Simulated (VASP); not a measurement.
Write the native input for VASP 6.6.1 that does the following.

| Quantity | Value |
| --- | --- |
| Task | single point |
| Functional | PBE |
| Potentials or basis | VASP PAW PBE potentials, release 64 (Cs_sv, Sn_d, I) |
| Cutoff | 520 eV |
| k mesh | 6 × 6 × 6 |
| Occupations | gaussian, width 0.02 eV |
| Spin | no spin polarisation |
| Dipole correction | no |
| Further INCAR settings | ALGO = Normal; EDIFF = 1e-06; NBANDS = 30 |

The structure of CsSnI3 lies in POSCAR:

```
CsSnI3
1.0
    6.1641737031      0.0000000000      0.0000000000
    0.0000000000      6.1641737031      0.0000000000
    0.0000000000      0.0000000000      6.1641737031
Cs Sn I
1 1 3
Direct
    0.0000000000      0.0000000000      0.0000000000
    0.5000000000      0.5000000000      0.5000000000
    0.0000000000      0.5000000000      0.5000000000
    0.5000000000      0.0000000000      0.5000000000
    0.5000000000      0.5000000000      0.0000000000
```

One way to write it, as run:

INCAR

```
PREC     = Accurate       # precision mode
ENCUT    = 520            # plane-wave cutoff, eV
EDIFF    = 1E-6           # SCF threshold, eV
ISMEAR   = 0              # smearing method
SIGMA    = 0.02           # smearing width, eV
LREAL    = F              # projectors in reciprocal space
LASPH    = T              # aspherical terms in the spheres
NELM     = 100            # most SCF steps
ALGO     = Normal         # electronic algorithm
ISIF     = 2              # what is computed and relaxed
LWAVE    = F              # write WAVECAR
LCHARG   = T              # write CHGCAR
GGA      = PE             # functional
LELF     = T              # ELF
LVHAR    = T            
NBANDS   = 30             # bands
```

KPOINTS

```
Automatic mesh
0
Gamma
  6 6 6
```

Potentials or basis: VASP PAW PBE potentials, release 64 (Cs_sv, Sn_d, I).

Run with:

```bash
$ cat potpaw_PBE.64/Cs_sv/POTCAR potpaw_PBE.64/Sn_d/POTCAR potpaw_PBE.64/I/POTCAR > POTCAR
$ mpirun -np 1 vasp_std > vasp.out
```

It gave:

```yaml
Pressure: 1.0 GPa
Band_gap_on_the_k_mesh: 0.22 eV
```

Caveat: semilocal functionals underestimate gaps, and a narrow one can read as zero; spin-orbit coupling is left out, which moves the levels of the heavy elements.

Wall time 90 s on 1 thread of AMD EPYC 9R45 96-Core Processor (Zen 5) (shared host), peak memory 0.37 GiB.
